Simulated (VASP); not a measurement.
# Al3BAs4 (P-43m) in VASP: notebook, part 3 of 3

VASP 6.6.1. The steps go on from the part before.

**5. Single point, PBE**

This run uses another cell than the first one, of 20.90 Å³/atom.

INCAR

```
SYSTEM = Al3BAs4
PREC = Accurate ; ENCUT = 520
EDIFF = 1E-6 ; ISMEAR = 0
SIGMA = 0.02 ; LREAL = .False.
LASPH = .True. ; NELM = 100
ALGO = Normal ; ISIF = 2
LWAVE = .False. ; LCHARG = .False.
GGA = PE ; NBANDS = 26
```

KPOINTS

```
regular mesh
0
Gamma
  8 8 8
  0 0 0
```

POSCAR

```
Al3BAs4
1.0
    5.5093930479      0.0000000000      0.0000000000
    0.0000000000      5.5093930479      0.0000000000
    0.0000000000      0.0000000000      5.5093930479
Al B As
3 1 4
Direct
    0.5000000000      0.0000000000      0.5000000000
    0.5000000000      0.5000000000      0.0000000000
    0.0000000000      0.5000000000      0.5000000000
    0.0000000000      0.0000000000      0.0000000000
    0.2277361480      0.7722638520      0.7722638520
    0.2277361480      0.2277361480      0.2277361480
    0.7722638520      0.7722638520      0.2277361480
    0.7722638520      0.2277361480      0.7722638520
```

Potentials or basis: VASP PAW PBE potentials, release 64 (Al, B, As).

On the command line:

```console
$ cat potpaw_PBE.64/Al/POTCAR potpaw_PBE.64/B/POTCAR potpaw_PBE.64/As/POTCAR > POTCAR
$ mpirun -np 1 vasp_std > vasp.out
```

OUTCAR:

```text
SYSTEM = Al3BAs4
   PREC = Accurate
   ENCUT = 520
   EDIFF = 1E-6
   ISMEAR = 0
   LREAL = .False.
   LASPH = .True.
   NELM = 100
   ISIF = 2
   GGA = PE

 ion  position               nearest neighbor table
   1  0.500  0.000  0.500-   5 2.46   6 2.46   7 2.46   8 2.46
   2  0.500  0.500  0.000-   5 2.46   6 2.46   7 2.46   8 2.46
   3  0.000  0.500  0.500-   5 2.46   6 2.46   7 2.46   8 2.46
   4  0.000  0.000  0.000-   5 2.17   6 2.17   7 2.17   8 2.17
   5  0.228  0.772  0.772-   4 2.17   2 2.46   3 2.46   1 2.46
   6  0.228  0.228  0.228-   4 2.17   2 2.46   3 2.46   1 2.46
   7  0.772  0.772  0.228-   4 2.17   2 2.46   3 2.46   1 2.46
   8  0.772  0.228  0.772-   4 2.17   2 2.46   3 2.46   1 2.46

  LATTYP: Found a simple cubic cell.
 ALAT       =     5.5093930479

  Lattice vectors:

 A1 = (   5.5093930479,   0.0000000000,   0.0000000000)
 A2 = (   0.0000000000,   5.5093930479,   0.0000000000)
 A3 = (   0.0000000000,   0.0000000000,   5.5093930479)

Analysis of symmetry for initial positions (statically):
=====================================================================
 Subroutine PRICEL returns:
 Original cell was already a primitive cell.

 Routine SETGRP: Setting up the symmetry group for a
 simple cubic supercell.

 Subroutine GETGRP returns: Found 24 space group operations
 (whereof 24 operations were pure point group operations)
 out of a pool of 48 trial point group operations.

The static configuration has the point symmetry T_d .

Analysis of symmetry for dynamics (positions and initial velocities):
=====================================================================
 Subroutine PRICEL returns:
 Original cell was already a primitive cell.

 Routine SETGRP: Setting up the symmetry group for a
 simple cubic supercell.

 Subroutine GETGRP returns: Found 24 space group operations
 (whereof 24 operations were pure point group operations)
 out of a pool of 48 trial point group operations.

The dynamic configuration has the point symmetry T_d .

 Subroutine INISYM returns: Found 24 space group operations
 (whereof 24 operations are pure point group operations),
 and found     1 'primitive' translations

----------------------------------------------------------------------------------------

                                     Primitive cell

  volume of cell :     167.2289

  direct lattice vectors                    reciprocal lattice vectors
     5.509393048  0.000000000  0.000000000     0.181508197  0.000000000  0.000000000
     0.000000000  5.509393048  0.000000000     0.000000000  0.181508197  0.000000000
     0.000000000  0.000000000  5.509393048     0.000000000  0.000000000  0.181508197

  length of vectors
     5.509393048  5.509393048  5.509393048     0.181508197  0.181508197  0.181508197

  position of ions in fractional coordinates (direct lattice)
     0.500000000  0.000000000  0.500000000
     0.500000000  0.500000000  0.000000000
     0.000000000  0.500000000  0.500000000
     0.000000000  0.000000000  0.000000000
     0.227736148  0.772263852  0.772263852
     0.227736148  0.227736148  0.227736148
     0.772263852  0.772263852  0.227736148
     0.772263852  0.227736148  0.772263852

  ion indices of the primitive-cell ions
   primitive index   ion index
                 1           1
                 2           2
[... 57 lines left out ...]
  0.375000  0.375000  0.125000     24.000000
  0.500000  0.375000  0.125000     24.000000
 [... further k-points ...]
   k-points           NKPTS =     35   k-points in BZ     NKDIM =     35   number of bands    NBANDS=     26
   number of dos      NEDOS =    301   number of ions     NIONS =      8
   total plane-waves  NPLWV =  74088
   dimension x,y,z NGX =    42 NGY =   42 NGZ =   42
   dimension x,y,z NGXF=    84 NGYF=   84 NGZF=   84
   ions per type =               3   1   4
   NGX,Y,Z   is equivalent  to a cutoff of  12.67, 12.67, 12.67 a.u.
   NGXF,Y,Z  is equivalent  to a cutoff of  25.35, 25.35, 25.35 a.u.
 SYSTEM =  Al3BAs4
   PREC   = accura    normal or accurate (medium, high low for compatibility)
   ISTART =      0    job   : 0-new  1-cont  2-samecut
   ICHARG =      2    charge: 1-file 2-atom 10-const
   ISPIN  =      1    spin polarized calculation?
   LNONCOLLINEAR =      F non collinear calculations
   LSORBIT =      F    spin-orbit coupling
   LASPH  =      T    aspherical Exc in radial PAW
   ENCUT  =  520.0 eV  38.22 Ry    6.18 a.u.  10.24 10.24 10.24*2*pi/ulx,y,z
   NELM   =    100;   NELMIN=  2; NELMDL= -5     # of ELM steps
   EDIFF  = 0.1E-05   stopping-criterion for ELM
   LREAL  =      F    real-space projection
   EDIFFG = 0.1E-04   stopping-criterion for IOM
   NSW    =      0    number of steps for IOM
   IBRION =     -1    ionic relax: 0-MD 1-quasi-New 2-CG
   NFREE  =      0    steps in history (QN), initial steepest desc. (CG)
   ISIF   =      2    stress and relaxation
   ISYM   =      2    0-nonsym 1-usesym 2-fastsym
   POTIM  = 0.5000    time-step for ionic-motion
   TEBEG  =    0.0;   TEEND  =   0.0 temperature during run
   PSTRESS=    0.0 pullay stress
   NELECT =      32.0000    total number of electrons
   NUPDOWN=      -1.0000    fix difference up-down
   EMIN   =  10.00;   EMAX   =-10.00  energy-range for DOS
   EFERMI =   0.00;   METHOD = LEGACY
   ISMEAR =     0;   SIGMA  =   0.02  broadening in eV -4-tet -1-fermi 0-gaus
   EFERMI_NEDOS =   21; number of points for ismear=-14 and -15
   IALGO  =     38    algorithm
   IMIX   =      4    mixing-type and parameters
     AMIX     =   0.40;   BMIX     =  1.00
     AMIX_MAG =   1.60;   BMIX_MAG =  1.00
  volume/ion in A,a.u.               =      20.90       141.06
  Fermi-wavevector in a.u.,A,eV,Ry     =   0.943382  1.782734 12.108780  0.889970
  Thomas-Fermi vector in A             =   2.071084
   LORBIT       =      0    0 simple, 1 ext, 2 COOP (PROOUT), +10 PAW based schemes
   GGA     = PE    functional components
   LHFCALC =     F    Hartree Fock is set to
   AEXX    =    0.0000 exact exchange contribution
   IVDW    =     0    specifies the selected vdW correction
   LEPSILON=     F    determine dielectric tensor
   LRPA    =     F    only Hartree local field effects (RPA)
 non-spin polarized calculation
 Gauss-broadening in eV      SIGMA  =   0.02
  energy-cutoff  :      520.00
  volume of cell :      167.23
 maximum number of plane-waves:      4632
 NGX is ok and might be reduce to    42
   NGX = 21   NGY = 21   NGZ = 21

 number of electron      31.9999996 magnetization

 Free energy of the ion-electron system (eV)
  ---------------------------------------------------
  ext. energy  EPLUGINS =         0.00000000
  ---------------------------------------------------
  free energy    TOTEN  =       -38.52067206 eV

  energy without entropy =      -38.52067206  energy(sigma->0) =      -38.52067206

 E-fermi :   4.3356     XC(G=0):  -9.2441

 val. band max:        4.2352510668   @ k =   0.0000   0.0000   0.0000
 cond. band min:       4.7724168304   @ k =   0.5000   0.5000   0.5000
 fundamental gap:      0.5371657636
 Fermi energy:         4.3356317274

 k-point     1 :       0.0000    0.0000    0.0000
  band No.  band energies     occupation
      1      -8.3944      2.00000
      2      -5.9651      2.00000
      3      -5.9651      2.00000
      4      -5.9651      2.00000
      5      -2.9798      2.00000
      6      -1.3491      2.00000
[... 685 lines left out ...]
     25       9.6910      0.00000
     26       9.8687      0.00000

 [... further k-points ...]

------------------------ aborting loop because EDIFF is reached ----------------------------------------

  FORCE on cell =-STRESS in cart. coord.  units (eV):
  Direction    XX          YY          ZZ          XY          YZ          ZX
  --------------------------------------------------------------------------------------
  -------------------------------------------------------------------------------------
  Total        0.2093878      0.2093878      0.2093878     -0.0000000     -0.0000000      0.0000000
  in kB        2.0060912      2.0060912      2.0060912     -0.0000000     -0.0000000      0.0000000
  external PRESSURE =       2.0060912 kB  Pullay stress =       0.0000000 kB

 VOLUME and BASIS-vectors are now :
 -----------------------------------------------------------------------------
  energy-cutoff  :      520.00
  volume of cell :      167.23
      direct lattice vectors                 reciprocal lattice vectors
     5.509393048  0.000000000  0.000000000     0.181508197  0.000000000  0.000000000
     0.000000000  5.509393048  0.000000000     0.000000000  0.181508197  0.000000000
     0.000000000  0.000000000  5.509393048     0.000000000  0.000000000  0.181508197

 POSITION                                       TOTAL-FORCE (eV/Angst)
 -----------------------------------------------------------------------------------
      2.75470      0.00000      2.75470         0.000000      0.000000      0.000000
      2.75470      2.75470      0.00000         0.000000      0.000000      0.000000
      0.00000      2.75470      2.75470         0.000000      0.000000      0.000000
      0.00000      0.00000      0.00000         0.000000      0.000000      0.000000
      1.25469      4.25471      4.25471         0.004818     -0.004818     -0.004818
      1.25469      1.25469      1.25469         0.004818      0.004818      0.004818
      4.25471      4.25471      1.25469        -0.004818     -0.004818      0.004818
      4.25471      1.25469      4.25471        -0.004818      0.004818     -0.004818
 -----------------------------------------------------------------------------------
    total drift:                                0.000000      0.000000      0.000000

  FREE ENERGIE OF THE ION-ELECTRON SYSTEM (eV)
  ---------------------------------------------------
  free  energy   TOTEN  =       -38.5206720593 eV

  energy  without entropy=      -38.5206720593  energy(sigma->0) =      -38.52067206
```

It took 1.9 min on 1 thread of Intel Xeon Platinum 8259CL at 2.50GHz (Skylake/Cascade Lake), shared host; peak memory 0.34 GiB.

What came out:

| Item | Value |
| --- | --- |
| Free energy | -38.5207 eV |
| Pressure | 0.2 GPa |
| Largest force | 0.008 eV/Å |
| Band gap on the k mesh | 0.54 eV (least direct gap 1.11 eV) |

Forces on the atoms (eV/Å):
```
Al   0.000  0.000  0.000
Al   0.000  0.000  0.000
Al   0.000  0.000  0.000
B    0.000  0.000  0.000
As   0.005 -0.005 -0.005
As   0.005  0.005  0.005
As  -0.005 -0.005  0.005
As  -0.005  0.005 -0.005
```

Levels at points of the mesh, in eV from the valence-band top:
| k point | band 14 | band 15 | band 16 | band 17 | band 18 | band 19 |
| --- | --- | --- | --- | --- | --- | --- |
| (0.00, 0.00, 0.00) | 0.00 | 0.00 | 0.00 | 1.11 | 1.29 | 1.29 |
| (0.50, 0.00, 0.00) | -1.91 | -1.11 | -1.11 | 1.78 | 2.17 | 3.40 |
| (0.50, 0.50, 0.00) | -1.48 | -1.03 | -0.54 | 2.31 | 2.33 | 3.64 |
| (0.50, 0.50, 0.50) | -0.80 | -0.62 | -0.62 | 0.54 | 2.18 | 2.18 |

**6. Relaxation of cell and atoms, PBE**

This run uses another cell than the first one, of 20.89 Å³/atom.

INCAR

```
SYSTEM = Al3BAs4
ALGO = Normal
EDIFF = 1E-6
EDIFFG = -0.01
ENCUT = 600
GGA = PE
IBRION = 2
ISIF = 3
ISMEAR = 0
LASPH = .True.
LCHARG = .False.
LREAL = .False.
LWAVE = .False.
NELM = 100
NSW = 100
PREC = Accurate
SIGMA = 0.02
```

KPOINTS

```
k-points
0
Gamma
  8 8 8
  0 0 0
```

POSCAR

```
Al3BAs4
1.0
    5.5086161646      0.0000000000      0.0000000000
    0.0000000000      5.5086161646      0.0000000000
    0.0000000000      0.0000000000      5.5086161646
Al B As
3 1 4
Direct
    0.5000000000      0.0000000000      0.5000000000
    0.5000000000      0.5000000000      0.0000000000
    0.0000000000      0.5000000000      0.5000000000
    0.0000000000      0.0000000000      0.0000000000
    0.2278959235      0.7721040765      0.7721040765
    0.2278959235      0.2278959235      0.2278959235
    0.7721040765      0.7721040765      0.2278959235
    0.7721040765      0.2278959235      0.7721040765
```

Potentials or basis: VASP PAW PBE potentials, release 64 (Al, B, As).

On the command line:

```console
$ cat potpaw_PBE.64/Al/POTCAR potpaw_PBE.64/B/POTCAR potpaw_PBE.64/As/POTCAR > POTCAR
$ mpirun -np 1 vasp_std > vasp.out
```

It took 3.7 min on 1 thread of Intel Xeon Platinum 8259CL at 2.50GHz (Skylake/Cascade Lake), shared host; peak memory 0.43 GiB.

The run converged. Its results:

```
Free energy                           : -38.5218 eV
Relaxed volume                        : 20.96 Å³/atom
Relaxed cell                          : a = 5.514 Å, b = 5.514 Å, c = 5.514 Å, α = 90.00°, β = 90.00°, γ = 90.00°
Space group after relaxing (to 0.1 Å) : P-43m (No. 215)
Energy gained by relaxing             : 0.0 meV/atom
Ionic steps                           : 3
Pressure after relaxing               : 0.0 GPa
Largest force after relaxing          : 0.005 eV/Å
Band gap on the k mesh                : 0.53 eV (least direct gap 1.10 eV)
```

Forces in eV/Å, atoms in the order of the input:
```
Al   0.000  0.000  0.000
Al   0.000  0.000  0.000
Al   0.000  0.000  0.000
B    0.000  0.000  0.000
As  -0.003  0.003  0.003
As  -0.003 -0.003 -0.003
As   0.003  0.003 -0.003
As   0.003 -0.003  0.003
```

The path:
| step | energy change (eV) | largest force (eV/Å) | pressure (GPa) | volume (Å³) |
| --- | --- | --- | --- | --- |
| 1 | 0.0000 | 0.0123 | 0.24 | 167.16 |
| 2 | -0.0003 | 0.0012 | -0.11 | 167.90 |
| 3 | -0.0004 | 0.0049 | 0.00 | 167.66 |

Final structure:
```
Al B As
1.0
     5.51408    0.00000    0.00000
     0.00000    5.51408    0.00000
     0.00000    0.00000    5.51408
Al B As
3 1 4
Direct
  0.50000 0.00000 0.50000
  0.50000 0.50000 0.00000
  0.00000 0.50000 0.50000
  0.00000 0.00000 0.00000
  0.22785 0.77215 0.77215
  0.22785 0.22785 0.22785
  0.77215 0.77215 0.22785
  0.77215 0.22785 0.77215
```

Levels at points of the mesh, in eV from the valence-band top:
```csv
k point,band 12,band 13,band 14,band 15,band 16,band 17,band 18,band 19,band 20,band 21
"(0.00, 0.00, 0.00)",-2.27,-2.27,0.00,0.00,0.00,1.10,1.29,1.29,1.29,1.98
"(0.50, 0.00, 0.00)",-3.21,-1.91,-1.91,-1.11,-1.11,1.78,2.17,3.40,3.80,4.05
"(0.50, 0.50, 0.00)",-2.79,-1.47,-1.47,-1.03,-0.54,2.31,2.33,3.63,3.63,4.51
"(0.50, 0.50, 0.50)",-0.80,-0.80,-0.80,-0.62,-0.62,0.53,2.17,2.17,2.17,4.04
```

A k mesh can miss the band edges.

**7. Overview**

```csv
task,cell,k mesh,cutoff (eV),smearing,gap on the mesh (eV),pressure (GPa),relaxed volume (Å³/atom),largest force (eV/Å)
single point,"a = 5.314 Å, 8 atoms, atomic positions A",4 × 4 × 4,520,gaussian 0.1 eV,0.76,14.0,-,-
single point,"a = 5.509 Å, 8 atoms, atomic positions B",4 × 4 × 4,520,gaussian 0.1 eV,0.54,0.2,-,0.01
relaxation of cell and atoms,"relaxed from a = 5.314 Å, 8 atoms, atomic positions A",4 × 4 × 4,600,gaussian 0.1 eV,0.54,0.1,20.92,-
single point,"a = 5.509 Å, 8 atoms, atomic positions B",8 × 8 × 8,520,gaussian 0.02 eV,0.54,0.2,-,0.01
relaxation of cell and atoms,"relaxed from a = 5.509 Å, 8 atoms, atomic positions B",8 × 8 × 8,600,gaussian 0.02 eV,0.53,0.0,20.96,-
```

Alike in all rows: level PBE; potentials or basis VASP PAW PBE potentials, release 64 (Al, B, As); no spin polarisation.

Caveats: the cell stands under pressure (at least some runs).

Total energies depend on the potentials used, so only differences within one code and one set of settings carry meaning.
